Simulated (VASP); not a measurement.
# Y (Fm-3m) in VASP: notebook

The runs below take Y through single point, with LDA.

All numbers are computed with VASP 6.6.1; they aren't measurements. Logs are shortened: lines on timing, memory, paths and dates and some standing lists are left out, and cuts for length are marked.

**1. The cell of the first run**

The structure is cubic, space group Fm-3m (No. 225). The conventional cell has a = 4.700 Å, b = 4.700 Å, c = 4.700 Å, α = 90.00°, β = 90.00°, γ = 90.00°. Within 4.4 Å of Y (site symmetry m-3m) lie 12 Y at 3.32 Å.

This isn't the form of Y at room conditions, which is hcp.

**2. Single point, LDA (25.96 Å³/atom)**

Contents of POSCAR:

```
Y
1.0
    0.0000000000      2.3500636460      2.3500636460
    2.3500636460      0.0000000000      2.3500636460
    2.3500636460      2.3500636460      0.0000000000
Y
1
Direct
    0.0000000000      0.0000000000      0.0000000000
```

Contents of INCAR.step1:

```
SYSTEM = Y
PREC = Accurate
ENCUT = 520
EDIFF = 1E-6
ISMEAR = -1
SIGMA = 0.08
LREAL = .FALSE.
LASPH = .TRUE.
NELM = 80
ALGO = Normal
ISIF = 2
LWAVE = .FALSE.
LCHARG = .TRUE.
LMAXMIX = 4
GGA = CA
NBANDS = 12
```

Contents of KPOINTS.step1:

```
regular mesh
0
G
  13 13 13
  0 0 0
```

Contents of INCAR.step2:

```
SYSTEM = Y
PREC = Accurate
ENCUT = 520
EDIFF = 1E-6
ISMEAR = -5
SIGMA = 0.08
LREAL = .FALSE.
LASPH = .TRUE.
NELM = 80
ALGO = Normal
ISIF = 2
LWAVE = .FALSE.
LCHARG = .FALSE.
LMAXMIX = 4
GGA = CA
LORBIT = 11
NBANDS = 12
NEDOS = 1001
ICHARG = 11
```

Contents of KPOINTS.step2:

```
regular mesh
0
G
  20 20 20
  0 0 0
```

Potentials or basis: VASP PAW LDA potentials, release 64 (Y_sv).

Command:

```
cat potpaw_LDA.64/Y_sv/POTCAR > POTCAR
cp INCAR.step1 INCAR
cp KPOINTS.step1 KPOINTS
mpirun -np 1 vasp_std > vasp.out
cp INCAR.step2 INCAR
cp KPOINTS.step2 KPOINTS
mpirun -np 1 vasp_std > vasp.out
```

OUTCAR:

```text
SYSTEM = Y
   PREC = Accurate
   ENCUT = 520
   EDIFF = 1E-6
   ISMEAR = -5
   LREAL = .FALSE.
   LASPH = .TRUE.
   NELM = 80
   ISIF = 2
   GGA = CA
   LORBIT = 11
   ICHARG = 11

 ion  position               nearest neighbor table
   1  0.000  0.000  0.000-

  LATTYP: Found a face centered cubic cell.
 ALAT       =     4.7001272920

  Lattice vectors:

 A1 = (   0.0000000000,   2.3500636460,   2.3500636460)
 A2 = (   2.3500636460,   0.0000000000,   2.3500636460)
 A3 = (   2.3500636460,   2.3500636460,   0.0000000000)

Analysis of symmetry for initial positions (statically):
=====================================================================
 Subroutine PRICEL returns:
 Original cell was already a primitive cell.

 Routine SETGRP: Setting up the symmetry group for a
 face centered cubic supercell.

 Subroutine GETGRP returns: Found 48 space group operations
 (whereof 48 operations were pure point group operations)
 out of a pool of 48 trial point group operations.

The static configuration has the point symmetry O_h .

Analysis of symmetry for dynamics (positions and initial velocities):
=====================================================================
 Subroutine PRICEL returns:
 Original cell was already a primitive cell.

 Routine SETGRP: Setting up the symmetry group for a
 face centered cubic supercell.

 Subroutine GETGRP returns: Found 48 space group operations
 (whereof 48 operations were pure point group operations)
 out of a pool of 48 trial point group operations.

The dynamic configuration has the point symmetry O_h .

 Subroutine INISYM returns: Found 48 space group operations
 (whereof 48 operations are pure point group operations),
 and found     1 'primitive' translations

----------------------------------------------------------------------------------------

                                     Primitive cell

  volume of cell :      25.9579

  direct lattice vectors                    reciprocal lattice vectors
     0.000000000  2.350063646  2.350063646    -0.212760195  0.212760195  0.212760195
     2.350063646  0.000000000  2.350063646     0.212760195 -0.212760195  0.212760195
     2.350063646  2.350063646  0.000000000     0.212760195  0.212760195 -0.212760195

  length of vectors
     3.323491881  3.323491881  3.323491881     0.368511468  0.368511468  0.368511468

  position of ions in fractional coordinates (direct lattice)
     0.000000000  0.000000000  0.000000000

  ion indices of the primitive-cell ions
   primitive index   ion index
[... 88 lines left out ...]
   EMIN   =  10.00;   EMAX   =-10.00  energy-range for DOS
   EFERMI =   0.00;   METHOD = LEGACY
   ISMEAR =    -5;   SIGMA  =   0.08  broadening in eV -4-tet -1-fermi 0-gaus
   EFERMI_NEDOS =   21; number of points for ismear=-14 and -15
   IALGO  =     38    algorithm
   IMIX   =      4    mixing-type and parameters
     AMIX     =   0.40;   BMIX     =  1.00
     AMIX_MAG =   1.60;   BMIX_MAG =  1.00
  volume/ion in A,a.u.               =      25.96       175.17
  Fermi-wavevector in a.u.,A,eV,Ry     =   1.229654  2.323708 20.572660  1.512048
  Thomas-Fermi vector in A             =   2.364532
   LORBIT       =     11    0 simple, 1 ext, 2 COOP (PROOUT), +10 PAW based schemes
   GGA     = CA    functional components
   LHFCALC =     F    Hartree Fock is set to
   AEXX    =    0.0000 exact exchange contribution
   IVDW    =     0    specifies the selected vdW correction
   LEPSILON=     F    determine dielectric tensor
   LRPA    =     F    only Hartree local field effects (RPA)
 non-spin polarized calculation
 Fermi weights with tetrahedron method with Bloechl corrections
  energy-cutoff  :      520.00
  volume of cell :       25.96
 maximum number of plane-waves:       725
 NGX is ok and might be reduce to    28

 number of electron      11.0000000 magnetization

 Free energy of the ion-electron system (eV)
  ---------------------------------------------------
  ext. energy  EPLUGINS =         0.00000000
  ---------------------------------------------------
  free energy    TOTEN  =        -6.87422545 eV

  energy without entropy =       -6.87422545  energy(sigma->0) =       -6.87422545

 E-fermi :   4.0785     XC(G=0): -10.5982

 val. band max:        4.1289214155   @ k =  -0.2000   0.3500   0.1500
 cond. band min:       4.0723463883   @ k =   0.3000   0.2000   0.0000
 fundamental gap:     -0.0565750272
 Fermi energy:         4.0784999311

 k-point     1 :       0.0000    0.0000    0.0000
  band No.  band energies     occupation
      1     -37.8759      2.00000
      2     -17.4280      2.00000
      3     -17.4280      2.00000
      4     -17.4280      2.00000
      5      -0.8873      2.00000
      6       6.0643      0.00000
      7       6.0643      0.00000
      8       6.0643      0.00000
      9       8.6839      0.00000
     10       8.6839      0.00000
     11      13.7826      0.00000
     12      17.7403      0.00000
[... 331 lines left out ...]
 k-point    24 :      -0.3500    0.0500    0.0000
  band No.  band energies     occupation
      1     -37.7295      2.00000
      2     -18.4251      2.00000
      3     -17.5855      2.00000
      4     -17.5450      2.00000
      5       1.6942      2.00000
      6       5.0178      0.00000
      7       5.9510      0.00000
      8       6.0794      0.00000
      9       9.4136      0.00000
     10      10.1360      0.00000
     11      13.5434      0.00000
     12      16.3935      0.00000

 [... further k-points ...]

------------------------ aborting loop because EDIFF is reached ----------------------------------------

  FORCE on cell =-STRESS in cart. coord.  units (eV):
  Direction    XX          YY          ZZ          XY          YZ          ZX
  --------------------------------------------------------------------------------------
  -------------------------------------------------------------------------------------
  Total        1.1081994      1.1081994      1.1081994      0.0000000      0.0000000      0.0000000
  in kB       68.4005539     68.4005539     68.4005539      0.0000000      0.0000000      0.0000000
  external PRESSURE =      68.4005539 kB  Pullay stress =       0.0000000 kB

 VOLUME and BASIS-vectors are now :
 -----------------------------------------------------------------------------
  energy-cutoff  :      520.00
  volume of cell :       25.96
      direct lattice vectors                 reciprocal lattice vectors
     0.000000000  2.350063646  2.350063646    -0.212760195  0.212760195  0.212760195
     2.350063646  0.000000000  2.350063646     0.212760195 -0.212760195  0.212760195
     2.350063646  2.350063646  0.000000000     0.212760195  0.212760195 -0.212760195

 POSITION                                       TOTAL-FORCE (eV/Angst)
 -----------------------------------------------------------------------------------
      0.00000      0.00000      0.00000         0.000000      0.000000      0.000000
 -----------------------------------------------------------------------------------
    total drift:                               -0.000000     -0.000000     -0.000000

  FREE ENERGIE OF THE ION-ELECTRON SYSTEM (eV)
  ---------------------------------------------------
  free  energy   TOTEN  =        -6.8742254506 eV

  energy  without entropy=       -6.8742254506  energy(sigma->0) =       -6.87422545

 total charge

# of ion       s       p       d       f       tot
--------------------------------------------------
    1        2.330   6.263   1.213   0.014   9.820
```

OUTCAR.step1:

```text
SYSTEM = Y
   PREC = Accurate
   ENCUT = 520
   EDIFF = 1E-6
   ISMEAR = -1
   LREAL = .FALSE.
[... 576 lines left out ...]

 POSITION                                       TOTAL-FORCE (eV/Angst)
 -----------------------------------------------------------------------------------
      0.00000      0.00000      0.00000         0.000000      0.000000      0.000000
 -----------------------------------------------------------------------------------
    total drift:                               -0.000000     -0.000000     -0.000000

  FREE ENERGIE OF THE ION-ELECTRON SYSTEM (eV)
  ---------------------------------------------------
  free  energy   TOTEN  =        -6.8859665974 eV

  energy  without entropy=       -6.8604298975  energy(sigma->0) =       -6.87319825
```

OSZICAR.step1:

```text
N       E                     dE             d eps       ncg     rms          rms(c)
DAV:   1     0.265882752753E+02    0.26588E+02   -0.56449E+03  2024   0.857E+02
DAV:   2    -0.569538483972E+01   -0.32284E+02   -0.31303E+02  2396   0.172E+02
DAV:   3    -0.697233134326E+01   -0.12769E+01   -0.12523E+01  2744   0.226E+01
DAV:   4    -0.700578620879E+01   -0.33455E-01   -0.33430E-01  2208   0.350E+00
DAV:   5    -0.700650068748E+01   -0.71448E-03   -0.71445E-03  2616   0.378E-01    0.255E+01
DAV:   6    -0.689405899529E+01    0.11244E+00   -0.17373E-01  2300   0.273E+00    0.155E+01
DAV:   7    -0.688947839644E+01    0.45806E-02   -0.22394E-01  2512   0.310E+00    0.129E+00
DAV:   8    -0.688599206138E+01    0.34863E-02   -0.25272E-02  2224   0.129E+00    0.217E-01
DAV:   9    -0.688597269202E+01    0.19369E-04   -0.80154E-04  2436   0.211E-01    0.655E-02
DAV:  10    -0.688596667091E+01    0.60211E-05   -0.40444E-05  2296   0.537E-02    0.167E-02
DAV:  11    -0.688596659735E+01    0.73560E-07   -0.35709E-06  2340   0.163E-02
   1 F= -.68859666E+01 E0= -.68731982E+01  d E =-.255367E-01
```

Wall time 75 s (1 thread of Intel Xeon 6975P-C (Granite Rapids), shared host); peak memory 0.22 GiB.

What came out:

* Valence electrons inside the program's atomic spheres: Y 9.82

Caveat: tetrahedron occupations give inexact forces and stress in metals.

**3. Single point, LDA (29.50 Å³/atom)**

This run uses another cell than the first one, of 29.50 Å³/atom.

Contents of POSCAR:

```
Y
1.0
    0.0000000000      2.4523666429      2.4523666429
    2.4523666429      0.0000000000      2.4523666429
    2.4523666429      2.4523666429      0.0000000000
Y
1
Direct
    0.0000000000      0.0000000000      0.0000000000
```

Contents of INCAR.step1:

```
SYSTEM = Y
  PREC = Accurate
  ENCUT = 520
  EDIFF = 1E-6
  ISMEAR = -1
  SIGMA = 0.08
  LREAL = .False.
  LASPH = .True.
  NELM = 60
  ALGO = Normal
  ISIF = 2
  LWAVE = .False.
  LCHARG = .True.
  LMAXMIX = 4
  GGA = CA
  NBANDS = 12
```

Contents of KPOINTS.step1:

```
Automatic mesh
0
Gamma
  13 13 13
  0 0 0
```

Contents of INCAR.step2:

```
SYSTEM = Y
  PREC = Accurate
  ENCUT = 520
  EDIFF = 1E-6
  ISMEAR = -5
  SIGMA = 0.08
  LREAL = .False.
  LASPH = .True.
  NELM = 60
  ALGO = Normal
  ISIF = 2
  LWAVE = .False.
  LCHARG = .False.
  LMAXMIX = 4
  GGA = CA
  LORBIT = 11
  NBANDS = 12
  NEDOS = 1001
  ICHARG = 11
```

Contents of KPOINTS.step2:

```
Automatic mesh
0
Gamma
  20 20 20
  0 0 0
```

Potentials or basis: VASP PAW LDA potentials, release 64 (Y_sv).

Command:

```
cat potpaw_LDA.64/Y_sv/POTCAR > POTCAR
cp INCAR.step1 INCAR
cp KPOINTS.step1 KPOINTS
mpirun -np 1 vasp_std > vasp.out
cp INCAR.step2 INCAR
cp KPOINTS.step2 KPOINTS
mpirun -np 1 vasp_std > vasp.out
```

OUTCAR:

```text
SYSTEM = Y
   PREC = Accurate
   ENCUT = 520
   EDIFF = 1E-6
   ISMEAR = -5
   LREAL = .False.
   LASPH = .True.
   NELM = 60
   ISIF = 2
   GGA = CA
   LORBIT = 11
   ICHARG = 11

 ion  position               nearest neighbor table
   1  0.000  0.000  0.000-

  LATTYP: Found a face centered cubic cell.
 ALAT       =     4.9047332858

  Lattice vectors:

 A1 = (   0.0000000000,   2.4523666429,   2.4523666429)
 A2 = (   2.4523666429,   0.0000000000,   2.4523666429)
 A3 = (   2.4523666429,   2.4523666429,   0.0000000000)

[... 544 lines left out ...]

  FORCE on cell =-STRESS in cart. coord.  units (eV):
  Direction    XX          YY          ZZ          XY          YZ          ZX
  --------------------------------------------------------------------------------------
  -------------------------------------------------------------------------------------
  Total       -0.0432234     -0.0432234     -0.0432234      0.0000000     -0.0000000      0.0000000
  in kB       -2.3477055     -2.3477055     -2.3477055      0.0000000     -0.0000000      0.0000000
  external PRESSURE =      -2.3477055 kB  Pullay stress =       0.0000000 kB

 VOLUME and BASIS-vectors are now :
 -----------------------------------------------------------------------------
  energy-cutoff  :      520.00
  volume of cell :       29.50
      direct lattice vectors                 reciprocal lattice vectors
     0.000000000  2.452366643  2.452366643    -0.203884685  0.203884685  0.203884685
     2.452366643  0.000000000  2.452366643     0.203884685 -0.203884685  0.203884685
     2.452366643  2.452366643  0.000000000     0.203884685  0.203884685 -0.203884685

 POSITION                                       TOTAL-FORCE (eV/Angst)
 -----------------------------------------------------------------------------------
      0.00000      0.00000      0.00000         0.000000      0.000000     -0.000000
 -----------------------------------------------------------------------------------
    total drift:                                0.000000     -0.000000     -0.000000

  FREE ENERGIE OF THE ION-ELECTRON SYSTEM (eV)
  ---------------------------------------------------
  free  energy   TOTEN  =        -6.9398757085 eV

  energy  without entropy=       -6.9398757085  energy(sigma->0) =       -6.93987571

 total charge

# of ion       s       p       d       f       tot
--------------------------------------------------
    1        2.306   6.228   1.065   0.009   9.608
```

OUTCAR.step1:

```text
SYSTEM = Y
   PREC = Accurate
   ENCUT = 520
   EDIFF = 1E-6
   ISMEAR = -1
   LREAL = .False.
[... 576 lines left out ...]

 POSITION                                       TOTAL-FORCE (eV/Angst)
 -----------------------------------------------------------------------------------
      0.00000      0.00000      0.00000         0.000000      0.000000     -0.000000
 -----------------------------------------------------------------------------------
    total drift:                               -0.000000     -0.000000     -0.000000

  FREE ENERGIE OF THE ION-ELECTRON SYSTEM (eV)
  ---------------------------------------------------
  free  energy   TOTEN  =        -6.9540983782 eV

  energy  without entropy=       -6.9252855470  energy(sigma->0) =       -6.93969196
```

It took 77 s on 1 thread of Intel Xeon 6975P-C (Granite Rapids), shared host; peak memory 0.22 GiB.

Results:

```
Valence electrons inside the program's atomic spheres : Y 9.61
```

Caveat: tetrahedron occupations give inexact forces and stress in metals.
